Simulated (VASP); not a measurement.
# Ni (Fm-3m) in VASP: a series of runs

Runs on Ni. Level: PBE. Tasks: single point.

Program: VASP 6.6.1. These are calculated values, not measurements. Logs are shortened: lines on timing, memory, paths and dates and some standing lists are left out, and cuts for length are marked.

## 1. The cell of the first run

Symmetry: Fm-3m, No. 225, cubic system. The conventional cell has a = 3.536 Å, b = 3.536 Å, c = 3.536 Å, α = 90.00°, β = 90.00°, γ = 90.00°. Ni (site symmetry m-3m) has 12 Ni at 2.50 Å within 3.3 Å.

## 2. Single point, PBE, collinear spin, ferromagnetic start

Input file INCAR:

```
SYSTEM = Ni
ALGO     = Normal         ! electronic algorithm
EDIFF    = 1E-6           ! SCF threshold, eV
ENCUT    = 520            ! plane-wave cutoff, eV
GGA      = PE             ! functional
ISIF     = 2              ! what is computed and relaxed
ISMEAR   = -1             ! smearing method
ISPIN    = 2              ! spin polarisation
ISYM     = 0            
LASPH    = .TRUE.         ! aspherical terms in the spheres
LCHARG   = .FALSE.        ! write CHGCAR
LMAXMIX  = 4              ! l up to which the mixer works
LORBIT   = 11             ! projections on sites
LREAL    = .FALSE.        ! projectors in reciprocal space
LWAVE    = .FALSE.        ! write WAVECAR
MAGMOM   = 0.2 0.2        ! initial moments
NBANDS   = 21             ! bands
NELM     = 150            ! most SCF steps
PREC     = Accurate       ! precision mode
SIGMA    = 0.05           ! smearing width, eV
```

Input file KPOINTS:

```
k-points
0
G
  12 7 10
  0 0 0
```

Input file POSCAR:

```
Ni
1.0
    0.0000000000     -1.7680500000     -1.7680500000
   -3.5361000000     -1.7680500000     -1.7680500000
    0.0000000000      1.7680500000     -1.7680500000
Ni
2
Direct
    0.0000000000      0.0000000000      0.0000000000
    0.0000000000      0.5000000000      0.5000000000
```

Potentials or basis: VASP PAW PBE potentials, release 64 (Ni).

Run with:

```sh
$ cat potpaw_PBE.64/Ni/POTCAR > POTCAR
$ mpirun -np 1 vasp_std > vasp.out
```

OUTCAR:

```text
SYSTEM = Ni
   EDIFF = 1E-6
   ENCUT = 520
   GGA = PE
   ISIF = 2
   ISMEAR = -1
   ISPIN = 2
   ISYM = 0
   LASPH = .TRUE.
   LORBIT = 11
   LREAL = .FALSE.
   NELM = 150
   PREC = Accurate

 ion  position               nearest neighbor table
   1  0.000  0.000  0.000-   2 2.50   2 2.50   2 2.50   2 2.50   2 2.50   2 2.50   2 2.50   2 2.50

   2  0.000  0.500  0.500-   1 2.50   1 2.50   1 2.50   1 2.50   1 2.50   1 2.50   1 2.50   1 2.50

IMPORTANT INFORMATION: All symmetrisations will be switched off!
NOSYMM: (Re-)initialisation of all symmetry stuff for point group C_1.

----------------------------------------------------------------------------------------

                                     Primitive cell

  volume of cell :      22.1077

  direct lattice vectors                    reciprocal lattice vectors
     0.000000000 -1.768050000 -1.768050000     0.282797432 -0.282797432 -0.282797432
    -3.536100000 -1.768050000 -1.768050000    -0.282797432  0.000000000  0.000000000
     0.000000000  1.768050000 -1.768050000     0.000000000  0.282797432 -0.282797432

  length of vectors
     2.500400289  4.330820340  2.500400289     0.489819521  0.282797432  0.399935964

  position of ions in fractional coordinates (direct lattice)
     0.000000000  0.000000000  0.000000000
     0.000000000  0.500000000  0.500000000

  ion indices of the primitive-cell ions
   primitive index   ion index
                 1           1
                 2           2

----------------------------------------------------------------------------------------

 KPOINTS: k-points

Automatic generation of k-mesh.
 Grid dimensions read from file:
 generate k-points for:   12    7   10

 Generating k-lattice:

  Cartesian coordinates                     Fractional coordinates (reciprocal lattice)
     0.023566453 -0.023566453 -0.023566453     0.083333333  0.000000000  0.000000000
    -0.040399633  0.000000000  0.000000000     0.000000000  0.142857143  0.000000000
     0.000000000  0.028279743 -0.028279743     0.000000000  0.000000000  0.100000000

  Length of vectors
     0.040818293  0.040399633  0.039993596

  Shift w.r.t. Gamma in fractional coordinates (k-lattice)
     0.000000000  0.000000000  0.000000000

 -----------------------------------------------------------------------------
|                                                                             |
|           W    W    AA    RRRRR   N    N  II  N    N   GGGG   !!!           |
|           W    W   A  A   R    R  NN   N  II  NN   N  G    G  !!!           |
|           W    W  A    A  R    R  N N  N  II  N N  N  G       !!!           |
|           W WW W  AAAAAA  RRRRR   N  N N  II  N  N N  G  GGG   !            |
|           WW  WW  A    A  R   R   N   NN  II  N   NN  G    G                |
|           W    W  A    A  R    R  N    N  II  N    N   GGGG   !!!           |
|                                                                             |
|     Your reciprocal lattice and k-lattice belong to different lattice       |
|     classes:                                                                |
|                                                                             |
|        The reciprocal lattice is simple tetragonal,                         |
|        whereas your k-lattice is simple monoclinic.                         |
|                                                                             |
|     Results are often still useful ...                                      |
|                                                                             |
 -----------------------------------------------------------------------------

 WARNING: IBZKPT: internal override: KBLOWUP is changed to .FALSE.
      ... skipping the blow-up phase ...

 Subroutine IBZKPT returns following result:
 ===========================================

 Found    422 irreducible k-points:

 Following reciprocal coordinates:
            Coordinates               Weight
  0.000000  0.000000  0.000000      1.000000
  0.083333  0.000000  0.000000      2.000000
  0.166667  0.000000  0.000000      2.000000
  0.250000  0.000000  0.000000      2.000000
  0.333333  0.000000  0.000000      2.000000
  0.416667  0.000000  0.000000      2.000000
[... 16 lines left out ...]
  0.250000  0.285714  0.000000      2.000000
  0.333333  0.285714  0.000000      2.000000
 [... further k-points ...]
   k-points           NKPTS =    422   k-points in BZ     NKDIM =    422   number of bands    NBANDS=     21
   number of dos      NEDOS =    301   number of ions     NIONS =      2
   total plane-waves  NPLWV =  12800
   dimension x,y,z NGX =    20 NGY =   32 NGZ =   20
   dimension x,y,z NGXF=    40 NGYF=   64 NGZF=   40
   ions per type =               2
   NGX,Y,Z   is equivalent  to a cutoff of  13.30, 12.28, 13.30 a.u.
   NGXF,Y,Z  is equivalent  to a cutoff of  26.60, 24.57, 26.60 a.u.
 SYSTEM =  Ni
   PREC   = accura    normal or accurate (medium, high low for compatibility)
   ISTART =      0    job   : 0-new  1-cont  2-samecut
   ICHARG =      2    charge: 1-file 2-atom 10-const
   ISPIN  =      2    spin polarized calculation?
   LNONCOLLINEAR =      F non collinear calculations
   LSORBIT =      F    spin-orbit coupling
   LASPH  =      T    aspherical Exc in radial PAW
   ENCUT  =  520.0 eV  38.22 Ry    6.18 a.u.   4.65  8.05  4.65*2*pi/ulx,y,z
   NELM   =    150;   NELMIN=  2; NELMDL= -5     # of ELM steps
   EDIFF  = 0.1E-05   stopping-criterion for ELM
   LREAL  =      F    real-space projection
   EDIFFG = 0.1E-04   stopping-criterion for IOM
   NSW    =      0    number of steps for IOM
   IBRION =     -1    ionic relax: 0-MD 1-quasi-New 2-CG
   NFREE  =      0    steps in history (QN), initial steepest desc. (CG)
   ISIF   =      2    stress and relaxation
   ISYM   =      0    0-nonsym 1-usesym 2-fastsym
   POTIM  = 0.5000    time-step for ionic-motion
   TEBEG  =    0.0;   TEEND  =   0.0 temperature during run
   PSTRESS=    0.0 pullay stress
   NELECT =      20.0000    total number of electrons
   NUPDOWN=      -1.0000    fix difference up-down
   EMIN   =  10.00;   EMAX   =-10.00  energy-range for DOS
   EFERMI =   0.00;   METHOD = LEGACY
   ISMEAR =    -1;   SIGMA  =   0.05  broadening in eV -4-tet -1-fermi 0-gaus
   EFERMI_NEDOS =   21; number of points for ismear=-14 and -15
   IALGO  =     38    algorithm
   IMIX   =      4    mixing-type and parameters
     AMIX     =   0.40;   BMIX     =  1.00
     AMIX_MAG =   1.60;   BMIX_MAG =  1.00
  volume/ion in A,a.u.               =      11.05        74.60
  Fermi-wavevector in a.u.,A,eV,Ry     =   1.583326  2.992052 34.108726  2.506921
  Thomas-Fermi vector in A             =   2.683113
   LORBIT       =     11    0 simple, 1 ext, 2 COOP (PROOUT), +10 PAW based schemes
   GGA     = PE    functional components
   LHFCALC =     F    Hartree Fock is set to
   AEXX    =    0.0000 exact exchange contribution
   IVDW    =     0    specifies the selected vdW correction
   LEPSILON=     F    determine dielectric tensor
   LRPA    =     F    only Hartree local field effects (RPA)
 spin polarized calculation
  energy-cutoff  :      520.00
  volume of cell :       22.11
 maximum number of plane-waves:       612
   NGX =  9   NGY = 17   NGZ =  9

 number of electron      19.9999987 magnetization       1.2894959

 Free energy of the ion-electron system (eV)
  ---------------------------------------------------
  ext. energy  EPLUGINS =         0.00000000
  ---------------------------------------------------
  free energy    TOTEN  =       -10.95231780 eV

  energy without entropy =      -10.92294473  energy(sigma->0) =      -10.93763126

 E-fermi :   9.1567     XC(G=0): -13.1625

 val. band max:        9.1556339279   @ k =   0.1667  -0.1429   0.2000
 cond. band min:       9.1567675454   @ k =   0.4167  -0.0000   0.2000
 fundamental gap:      0.0011336175
 Fermi energy:         9.1566953766

 spin component 1

 k-point     1 :       0.0000    0.0000    0.0000
  band No.  band energies     occupation
      1       0.2526      1.00000
      2       4.5931      1.00000
      3       5.0235      1.00000
      4       6.7390      1.00000
      5       6.7490      1.00000
      6       6.7500      1.00000
[... 13 lines left out ...]
     20      36.4779      0.00000
     21      36.4804      0.00000

 k-point     2 :       0.0833    0.0000    0.0000
  band No.  band energies     occupation
      1       0.5203      1.00000
      2       4.6911      1.00000
      3       5.1089      1.00000
      4       6.6801      1.00000
      5       6.7988      1.00000
      6       6.8075      1.00000
[... 520 lines left out ...]
 k-point    24 :       0.3333    0.2857    0.0000
  band No.  band energies     occupation
      1       2.8840      1.00000
      2       5.5047      1.00000
      3       5.7939      1.00000
      4       6.2341      1.00000
      5       6.6022      1.00000
      6       6.9150      1.00000
[... 13 lines left out ...]
     20      36.8283      0.00000
     21      37.6462      0.00000

 [... further k-points ...]

 spin component 2

 k-point     1 :       0.0000    0.0000    0.0000
  band No.  band energies     occupation
      1       0.2180      1.00000
      2       4.9530      1.00000
      3       5.6696      1.00000
      4       7.5144      1.00000
      5       7.5205      1.00000
      6       7.5272      1.00000
[... 13 lines left out ...]
     20      36.4631      0.00000
     21      36.4632      0.00000

 k-point     2 :       0.0833    0.0000    0.0000
  band No.  band energies     occupation
      1       0.4860      1.00000
      2       5.0485      1.00000
      3       5.7545      1.00000
      4       7.4453      1.00000
      5       7.5735      1.00000
      6       7.5861      1.00000
[... 520 lines left out ...]
 k-point    24 :       0.3333    0.2857    0.0000
  band No.  band energies     occupation
      1       2.8808      1.00000
      2       6.0929      1.00000
      3       6.1784      1.00000
      4       6.9280      1.00000
      5       7.2307      1.00000
      6       7.5962      1.00000
[... 13 lines left out ...]
     20      36.8792      0.00000
     21      37.5668      0.00000

 [... further k-points ...]
[... 5 lines left out ...]
  --------------------------------------------------------------------------------------
  -------------------------------------------------------------------------------------
  Total       -0.3970180     -0.3755988     -0.3756094     -0.0001772      0.0185708     -0.0001760
  in kB      -28.7724706    -27.2201893    -27.2209576     -0.0128420      1.3458509     -0.0127529
  external PRESSURE =     -27.7378725 kB  Pullay stress =       0.0000000 kB

 VOLUME and BASIS-vectors are now :
 -----------------------------------------------------------------------------
  energy-cutoff  :      520.00
  volume of cell :       22.11
      direct lattice vectors                 reciprocal lattice vectors
     0.000000000 -1.768050000 -1.768050000     0.282797432 -0.282797432 -0.282797432
    -3.536100000 -1.768050000 -1.768050000    -0.282797432  0.000000000  0.000000000
     0.000000000  1.768050000 -1.768050000     0.000000000  0.282797432 -0.282797432

 POSITION                                       TOTAL-FORCE (eV/Angst)
 -----------------------------------------------------------------------------------
      0.00000      0.00000      0.00000        -0.000000      0.000001     -0.000000
     -1.76805      0.00000     -1.76805         0.000000     -0.000001      0.000000
 -----------------------------------------------------------------------------------
    total drift:                               -0.000001     -0.000001     -0.000000

  FREE ENERGIE OF THE ION-ELECTRON SYSTEM (eV)
  ---------------------------------------------------
  free  energy   TOTEN  =       -10.9523177983 eV

  energy  without entropy=      -10.9229447283  energy(sigma->0) =      -10.93763126

 total charge

# of ion       s       p       d       tot
------------------------------------------
    1        0.491   0.484   8.306   9.282
    2        0.491   0.484   8.306   9.282
--------------------------------------------------
tot          0.983   0.969  16.612  18.564

 magnetization (x)

# of ion       s       p       d       tot
------------------------------------------
    1       -0.006  -0.025   0.689   0.659
    2       -0.006  -0.025   0.689   0.659
--------------------------------------------------
tot         -0.012  -0.050   1.379   1.317
```

It took 3.7 min on 1 thread of Intel Xeon Platinum 8488C (Sapphire Rapids), shared host; peak memory 0.36 GiB.

Results:

```yaml
Free_energy: -10.9523 eV
Pressure: -2.8 GPa
Net_moment: 1.29 μB per cell
Site_moments: Ni +0.66 μB
Valence_electrons_inside_the_program's_atomic_spheres: Ni 9.28
```

Stress tensor (GPa, compression positive):
```
-2.88  0.00  0.00
 0.00 -2.72  0.13
 0.00  0.13 -2.72
```

(Continued in part 2 of 3.)
